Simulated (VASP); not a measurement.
# Sb (P2_1/m) in VASP: notebook

The runs below take Sb through single point, with PBE+D3(BJ).

All numbers are computed with VASP 6.6.1; they aren't measurements. Logs are shortened: lines on timing, memory, paths and dates and some standing lists are left out, and cuts for length are marked.

**1. The cell of the first run**

The typed cell holds 4 atoms: a = 4.356 Å, b = 4.360 Å, c = 6.342 Å, α = 90.00°, β = 109.79°, γ = 90.00°.

**2. Single point, PBE+D3(BJ)**

INCAR

```
PREC = Accurate
ENCUT = 520
EDIFF = 1E-6
ISMEAR = 0
SIGMA = 0.1
LREAL = False
LASPH = True
NELM = 100
ALGO = Normal
ISIF = 2
LWAVE = False
LCHARG = False
GGA = PE
IVDW = 12
NBANDS = 18
```

KPOINTS

```
Automatic mesh
0
Gamma
  10 10 8
```

POSCAR

```
Sb
1.0
    4.3450114934      0.0000000000     -0.3151091149
    0.0000000000      4.3601526449      0.0000000000
   -1.7101694673      0.0000000000      6.1070502081
Sb
4
Direct
    0.6303857331      0.7500000000      0.2577908310
    0.1302089499      0.2500000000      0.2575034568
    0.8697910501      0.7500000000      0.7424965432
    0.3696142669      0.2500000000      0.7422091690
```

Potentials or basis: VASP PAW PBE potentials, release 64 (Sb).

Command:

```
$ cat potpaw_PBE.64/Sb/POTCAR > POTCAR
$ mpirun -np 1 vasp_std > vasp.out
```

OUTCAR:

```text
PREC = Accurate
   ENCUT = 520
   EDIFF = 1E-6
   ISMEAR = 0
   LREAL = False
   LASPH = True
   NELM = 100
   ISIF = 2
   GGA = PE
   IVDW = 12
 IVDW          = 12

 ion  position               nearest neighbor table
   1  0.630  0.750  0.258-   3 2.89   2 3.08   2 3.08   2 3.08   2 3.08   3 3.75   4 3.77   4 3.77

   2  0.130  0.250  0.258-   4 2.89   1 3.08   1 3.08   1 3.08   1 3.08   4 3.75   3 3.77   3 3.77

   3  0.870  0.750  0.742-   1 2.89   4 3.08   4 3.08   4 3.08   4 3.08   1 3.75   2 3.77   2 3.77

   4  0.370  0.250  0.742-   2 2.89   3 3.08   3 3.08   3 3.08   3 3.08   2 3.75   1 3.77   1 3.77

  LATTYP: Found a simple monoclinic cell.
 ALAT       =     4.3564226875
 B/A-ratio  =     1.0008561973
 C/A-ratio  =     1.4557775819
 COS(beta)  =    -0.3386047670

  Lattice vectors:

 A1 = (   4.3450114934,   0.0000000000,  -0.3151091149)
 A2 = (   0.0000000000,   4.3601526449,   0.0000000000)
 A3 = (  -1.7101694673,   0.0000000000,   6.1070502081)

Analysis of symmetry for initial positions (statically):
=====================================================================
 Subroutine PRICEL returns:
 Original cell was already a primitive cell.

 Routine SETGRP: Setting up the symmetry group for a
 simple monoclinic supercell.

 Subroutine GETGRP returns: Found  4 space group operations
 (whereof  2 operations were pure point group operations)
 out of a pool of  4 trial point group operations.

The static configuration has the point symmetry S_2 .
 The point group associated with its full space group is C_2h.

Analysis of symmetry for dynamics (positions and initial velocities):
=====================================================================
 Subroutine PRICEL returns:
 Original cell was already a primitive cell.

 Routine SETGRP: Setting up the symmetry group for a
 simple monoclinic supercell.

 Subroutine GETGRP returns: Found  4 space group operations
 (whereof  2 operations were pure point group operations)
 out of a pool of  4 trial point group operations.

The dynamic configuration has the point symmetry S_2 .
 The point group associated with its full space group is C_2h.

 Subroutine INISYM returns: Found  4 space group operations
 (whereof  2 operations are pure point group operations),
 and found     1 'primitive' translations

----------------------------------------------------------------------------------------

                                     Primitive cell

  volume of cell :     113.3479

  direct lattice vectors                    reciprocal lattice vectors
     4.345011493  0.000000000 -0.315109115     0.234919857  0.000000000  0.065785077
     0.000000000  4.360152645  0.000000000     0.000000000  0.229349769  0.000000000
    -1.710169467  0.000000000  6.107050208     0.012121300  0.000000000  0.167139526

  length of vectors
     4.356422687  4.360152645  6.341982486     0.243956995  0.229349769  0.167578480

  position of ions in fractional coordinates (direct lattice)
     0.630385733  0.750000000  0.257790831
     0.130208950  0.250000000  0.257503457
     0.869791050  0.750000000  0.742496543
     0.369614267  0.250000000  0.742209169

  ion indices of the primitive-cell ions
   primitive index   ion index
                 1           1
                 2           2
                 3           3
                 4           4

----------------------------------------------------------------------------------------

 KPOINTS: Automatic mesh

Automatic generation of k-mesh.
 Grid dimensions read from file:
 generate k-points for:   10   10    8

 Generating k-lattice:

  Cartesian coordinates                     Fractional coordinates (reciprocal lattice)
     0.023491986  0.000000000  0.006578508     0.100000000  0.000000000  0.000000000
     0.000000000  0.022934977  0.000000000     0.000000000  0.100000000  0.000000000
     0.001515163  0.000000000  0.020892441    -0.000000000  0.000000000  0.125000000

  Length of vectors
     0.024395699  0.022934977  0.020947310

  Shift w.r.t. Gamma in fractional coordinates (k-lattice)
     0.000000000  0.000000000  0.000000000

 Subroutine IBZKPT returns following result:
 ===========================================

 Found    252 irreducible k-points:

 Following reciprocal coordinates:
            Coordinates               Weight
  0.000000  0.000000  0.000000      1.000000
  0.100000  0.000000  0.000000      2.000000
  0.200000  0.000000  0.000000      2.000000
  0.300000  0.000000  0.000000      2.000000
  0.400000  0.000000  0.000000      2.000000
  0.500000  0.000000  0.000000      1.000000
[... 16 lines left out ...]
  0.400000  0.300000  0.000000      4.000000
  0.500000  0.300000  0.000000      2.000000
 [... further k-points ...]
   k-points           NKPTS =    252   k-points in BZ     NKDIM =    252   number of bands    NBANDS=     18
   number of dos      NEDOS =    301   number of ions     NIONS =      4
   total plane-waves  NPLWV =  49152
   dimension x,y,z NGX =    32 NGY =   32 NGZ =   48
   dimension x,y,z NGXF=    64 NGYF=   64 NGZF=   96
   ions per type =               4
   NGX,Y,Z   is equivalent  to a cutoff of  12.21, 12.20, 12.58 a.u.
   NGXF,Y,Z  is equivalent  to a cutoff of  24.42, 24.40, 25.17 a.u.
 SYSTEM =  unknown system
   PREC   = accura    normal or accurate (medium, high low for compatibility)
   ISTART =      0    job   : 0-new  1-cont  2-samecut
   ICHARG =      2    charge: 1-file 2-atom 10-const
   ISPIN  =      1    spin polarized calculation?
   LNONCOLLINEAR =      F non collinear calculations
   LSORBIT =      F    spin-orbit coupling
   LASPH  =      T    aspherical Exc in radial PAW
   ENCUT  =  520.0 eV  38.22 Ry    6.18 a.u.   8.10  8.11 11.79*2*pi/ulx,y,z
   NELM   =    100;   NELMIN=  2; NELMDL= -5     # of ELM steps
   EDIFF  = 0.1E-05   stopping-criterion for ELM
   LREAL  =      F    real-space projection
   EDIFFG = 0.1E-04   stopping-criterion for IOM
   NSW    =      0    number of steps for IOM
   IBRION =     -1    ionic relax: 0-MD 1-quasi-New 2-CG
   NFREE  =      0    steps in history (QN), initial steepest desc. (CG)
   ISIF   =      2    stress and relaxation
   ISYM   =      2    0-nonsym 1-usesym 2-fastsym
   POTIM  = 0.5000    time-step for ionic-motion
   TEBEG  =    0.0;   TEEND  =   0.0 temperature during run
   PSTRESS=    0.0 pullay stress
   NELECT =      20.0000    total number of electrons
   NUPDOWN=      -1.0000    fix difference up-down
   EMIN   =  10.00;   EMAX   =-10.00  energy-range for DOS
   EFERMI =   0.00;   METHOD = LEGACY
   ISMEAR =     0;   SIGMA  =   0.10  broadening in eV -4-tet -1-fermi 0-gaus
   EFERMI_NEDOS =   21; number of points for ismear=-14 and -15
   IALGO  =     38    algorithm
   IMIX   =      4    mixing-type and parameters
     AMIX     =   0.40;   BMIX     =  1.00
     AMIX_MAG =   1.60;   BMIX_MAG =  1.00
  volume/ion in A,a.u.               =      28.34       191.23
  Fermi-wavevector in a.u.,A,eV,Ry     =   0.918221  1.735185 11.471466  0.843129
  Thomas-Fermi vector in A             =   2.043278
   LORBIT       =      0    0 simple, 1 ext, 2 COOP (PROOUT), +10 PAW based schemes
   GGA     = PE    functional components
   LHFCALC =     F    Hartree Fock is set to
   AEXX    =    0.0000 exact exchange contribution
   IVDW    =    12    specifies the selected vdW correction
   LEPSILON=     F    determine dielectric tensor
   LRPA    =     F    only Hartree local field effects (RPA)
 non-spin polarized calculation
 Gauss-broadening in eV      SIGMA  =   0.10
  energy-cutoff  :      520.00
  volume of cell :      113.35
 maximum number of plane-waves:      3080
   NGX = 17   NGY = 17   NGZ = 23

 number of electron      19.9999999 magnetization

 Free energy of the ion-electron system (eV)
  ---------------------------------------------------
  ext. energy  EPLUGINS =         0.00000000
  ---------------------------------------------------
  free energy    TOTEN  =       -16.14468119 eV

  energy without entropy =      -16.13426733  energy(sigma->0) =      -16.13947426

 E-fermi :   7.5863     XC(G=0):  -9.8896

 val. band max:        7.5853113195   @ k =  -0.0000   0.4000   0.5000
 cond. band min:       7.5894129270   @ k =  -0.0000   0.3000   0.2500
 fundamental gap:      0.0041016075
 Fermi energy:         7.5863107975

 k-point     1 :       0.0000    0.0000    0.0000
  band No.  band energies     occupation
      1      -4.9500      2.00000
      2      -2.1610      2.00000
      3       0.5283      2.00000
      4       2.0875      2.00000
      5       2.6280      2.00000
      6       3.9341      2.00000
[... 10 lines left out ...]
     17      12.0966      0.00000
     18      12.4903      0.00000

 k-point     2 :       0.1000    0.0000    0.0000
  band No.  band energies     occupation
      1      -4.8654      2.00000
      2      -2.1218      2.00000
      3       0.2905      2.00000
      4       2.1103      2.00000
      5       2.2185      2.00000
      6       4.0349      2.00000
[... 10 lines left out ...]
     17      11.9502      0.00000
     18      12.5962      0.00000

 k-point     3 :       0.2000    0.0000    0.0000
  band No.  band energies     occupation
      1      -4.6126      2.00000
      2      -1.9988      2.00000
      3      -0.3357      2.00000
      4       1.1924      2.00000
      5       2.6020      2.00000
      6       4.3361      2.00000
[... 10 lines left out ...]
     17      11.7462      0.00000
     18      12.9034      0.00000

 k-point     4 :       0.3000    0.0000    0.0000
  band No.  band energies     occupation
      1      -4.1951      2.00000
      2      -1.7781      2.00000
      3      -1.1759      2.00000
      4       0.3288      2.00000
      5       3.2127      2.00000
      6       4.8338      2.00000
[... 375 lines left out ...]
      4       0.2755      2.00000
      5       2.7861      2.00000
      6       3.6990      2.00000
[... 10 lines left out ...]
     17      13.6547      0.00000
     18      14.3620      0.00000

 k-point    23 :       0.4000    0.3000    0.0000
  band No.  band energies     occupation
      1      -3.0528      2.00000
      2      -1.9002      2.00000
      3      -0.9196      2.00000
      4      -0.1873      2.00000
      5       2.7130      2.00000
      6       3.7754      2.00000
[... 10 lines left out ...]
     17      13.5859      0.00000
     18      13.6828      0.00000

 k-point    24 :       0.5000    0.3000    0.0000
  band No.  band energies     occupation
      1      -2.4610      2.00000
      2      -2.4596      2.00000
      3      -0.5836      2.00000
      4      -0.5830      2.00000
      5       3.0834      2.00000
      6       3.0848      2.00000
[... 10 lines left out ...]
     17      13.2816      0.00000
     18      13.2889      0.00000

 [... further k-points ...]

------------------------ aborting loop because EDIFF is reached ----------------------------------------

 Edisp (eV)   -2.01373

 E8    (eV) :    -0.9373

  FORCE on cell =-STRESS in cart. coord.  units (eV):
  Direction    XX          YY          ZZ          XY          YZ          ZX
  --------------------------------------------------------------------------------------
  -------------------------------------------------------------------------------------
  Total      -0.02708    -0.02253     0.07831     0.00000     0.00000    -0.00150
  in kB      -0.38274    -0.31848     1.10695     0.00000     0.00000    -0.02118
  external pressure =        0.14 kB  Pullay stress =        0.00 kB

 VOLUME and BASIS-vectors are now :
 -----------------------------------------------------------------------------
  energy-cutoff  :      520.00
  volume of cell :      113.35
      direct lattice vectors                 reciprocal lattice vectors
     4.345011493  0.000000000 -0.315109115     0.234919857  0.000000000  0.065785077
     0.000000000  4.360152645  0.000000000     0.000000000  0.229349769  0.000000000
    -1.710169467  0.000000000  6.107050208     0.012121300  0.000000000  0.167139526

 POSITION                                       TOTAL-FORCE (eV/Angst)
 -----------------------------------------------------------------------------------
      2.29817      3.27011      1.37570        -0.002476      0.000000     -0.029376
      0.12538      1.09004      1.53156        -0.001759      0.000000     -0.028899
      2.50946      3.27011      4.26038         0.001759     -0.000000      0.028899
      0.33667      1.09004      4.41624         0.002476     -0.000000      0.029376
 -----------------------------------------------------------------------------------
    total drift:                                0.000000     -0.000000     -0.000000

  FREE ENERGIE OF THE ION-ELECTRON SYSTEM (eV)
  ---------------------------------------------------
  free  energy   TOTEN  =       -18.1584109090 eV

  energy  without entropy=      -18.1479970509  energy(sigma->0) =      -18.15320398
```

It took 86 s on 1 thread of Intel Xeon 6975P-C (Granite Rapids), shared host; peak memory 0.51 GiB.

What came out:

```
Free energy                : -18.1584 eV
Pressure                   : 0.0 GPa
Largest force              : 0.029 eV/Å
Band gap on the k mesh     : zero (band 10 reaches 8.03 eV, above the bottom of band 11 at 6.87 eV)
Dispersion energy per atom : -0.503 eV
```

Forces on the atoms (eV/Å):
```
Sb  -0.002  0.000 -0.029
Sb  -0.002  0.000 -0.029
Sb   0.002  0.000  0.029
Sb   0.002  0.000  0.029
```

Stress tensor (GPa, compression positive):
```
-0.04  0.00  0.00
 0.00 -0.03  0.00
 0.00  0.00  0.11
```

Levels at points of the mesh, in eV from the Fermi level:
| k point | band 7 | band 8 | band 9 | band 10 | band 11 | band 12 | band 13 | band 14 |
| --- | --- | --- | --- | --- | --- | --- | --- | --- |
| (0.00, 0.00, 0.00) | -2.91 | -2.53 | -1.37 | -0.23 | 2.84 | 3.19 | 3.84 | 4.02 |
| (0.50, 0.00, 0.00) | -1.20 | -1.20 | -0.66 | -0.66 | 0.44 | 0.45 | 1.16 | 1.17 |
| (0.00, 0.50, 0.00) | -0.69 | -0.69 | -0.29 | -0.29 | -0.12 | -0.12 | 0.32 | 0.32 |
| (0.50, 0.50, 0.00) | -4.34 | -4.34 | -1.56 | -1.56 | 1.65 | 1.65 | 5.72 | 5.72 |
| (0.00, 0.00, 0.50) | -2.54 | -2.07 | -1.36 | -1.13 | -0.22 | 2.84 | 3.19 | 3.31 |
| (0.50, 0.00, 0.50) | -1.19 | -1.19 | -0.65 | -0.65 | 0.42 | 0.42 | 1.14 | 1.14 |
| (0.00, 0.50, 0.50) | -1.00 | -1.00 | -0.68 | -0.68 | 0.71 | 0.71 | 0.94 | 0.94 |
| (0.50, 0.50, 0.50) | -4.36 | -4.36 | -1.49 | -1.49 | 1.63 | 1.63 | 5.71 | 5.71 |

Caveat: spin-orbit coupling is left out, which moves the levels of the heavy elements; pairwise dispersion overbinds metals, which lowers pressure and volume.

**3. Single point, PBE+D3(BJ)**

INCAR

```
SYSTEM = Sb
PREC = Accurate ; ENCUT = 520
EDIFF = 1E-6 ; ISMEAR = 0
SIGMA = 0.1 ; LREAL = .False.
LASPH = .True. ; NELM = 100
ALGO = Normal ; ISIF = 2
LWAVE = .False. ; LCHARG = .False.
GGA = PE ; IVDW = 12
NBANDS = 18
```

KPOINTS

```
regular mesh
0
Gamma
  10 10 8
  0 0 0
```

POSCAR is that of step 2.

Potentials or basis: VASP PAW PBE potentials, release 64 (Sb).

Command:

```
$ cat potpaw_PBE.64/Sb/POTCAR > POTCAR
$ mpirun -np 1 vasp_std > vasp.out
```

OUTCAR:

```text
SYSTEM = Sb
   PREC = Accurate
   ENCUT = 520
   EDIFF = 1E-6
   ISMEAR = 0
   LREAL = .False.
   LASPH = .True.
   NELM = 100
   ISIF = 2
   GGA = PE
   IVDW = 12
 IVDW          = 12

 ion  position               nearest neighbor table
   1  0.630  0.750  0.258-   3 2.89   2 3.08   2 3.08   2 3.08   2 3.08   3 3.75   4 3.77   4 3.77

   2  0.130  0.250  0.258-   4 2.89   1 3.08   1 3.08   1 3.08   1 3.08   4 3.75   3 3.77   3 3.77

   3  0.870  0.750  0.742-   1 2.89   4 3.08   4 3.08   4 3.08   4 3.08   1 3.75   2 3.77   2 3.77

[... 715 lines left out ...]
  --------------------------------------------------------------------------------------
  -------------------------------------------------------------------------------------
  Total      -0.02708    -0.02253     0.07831     0.00000     0.00000    -0.00150
  in kB      -0.38274    -0.31848     1.10695     0.00000     0.00000    -0.02118
  external pressure =        0.14 kB  Pullay stress =        0.00 kB

 VOLUME and BASIS-vectors are now :
 -----------------------------------------------------------------------------
  energy-cutoff  :      520.00
  volume of cell :      113.35
      direct lattice vectors                 reciprocal lattice vectors
     4.345011493  0.000000000 -0.315109115     0.234919857  0.000000000  0.065785077
     0.000000000  4.360152645  0.000000000     0.000000000  0.229349769  0.000000000
    -1.710169467  0.000000000  6.107050208     0.012121300  0.000000000  0.167139526

 POSITION                                       TOTAL-FORCE (eV/Angst)
 -----------------------------------------------------------------------------------
      2.29817      3.27011      1.37570        -0.002476      0.000000     -0.029376
      0.12538      1.09004      1.53156        -0.001759      0.000000     -0.028899
      2.50946      3.27011      4.26038         0.001759     -0.000000      0.028899
      0.33667      1.09004      4.41624         0.002476     -0.000000      0.029376
 -----------------------------------------------------------------------------------
    total drift:                                0.000000     -0.000000     -0.000000

  FREE ENERGIE OF THE ION-ELECTRON SYSTEM (eV)
  ---------------------------------------------------
  free  energy   TOTEN  =       -18.1584109090 eV

  energy  without entropy=      -18.1479970509  energy(sigma->0) =      -18.15320398
```

Wall time 86 s (1 thread of Intel Xeon 6975P-C (Granite Rapids), shared host); peak memory 0.51 GiB.

Results:

```
Free energy                : -18.1584 eV
Pressure                   : 0.0 GPa
Largest force              : 0.029 eV/Å
Band gap on the k mesh     : zero (band 10 reaches 8.03 eV, above the bottom of band 11 at 6.87 eV)
Dispersion energy per atom : -0.503 eV
```

Forces in eV/Å, atoms in the order of the input:
```
Sb  -0.002  0.000 -0.029
Sb  -0.002  0.000 -0.029
Sb   0.002  0.000  0.029
Sb   0.002  0.000  0.029
```

Stress tensor (GPa, compression positive):
```
-0.04  0.00  0.00
 0.00 -0.03  0.00
 0.00  0.00  0.11
```

Caveat: spin-orbit coupling is left out, which moves the levels of the heavy elements; pairwise dispersion overbinds metals, which lowers pressure and volume.
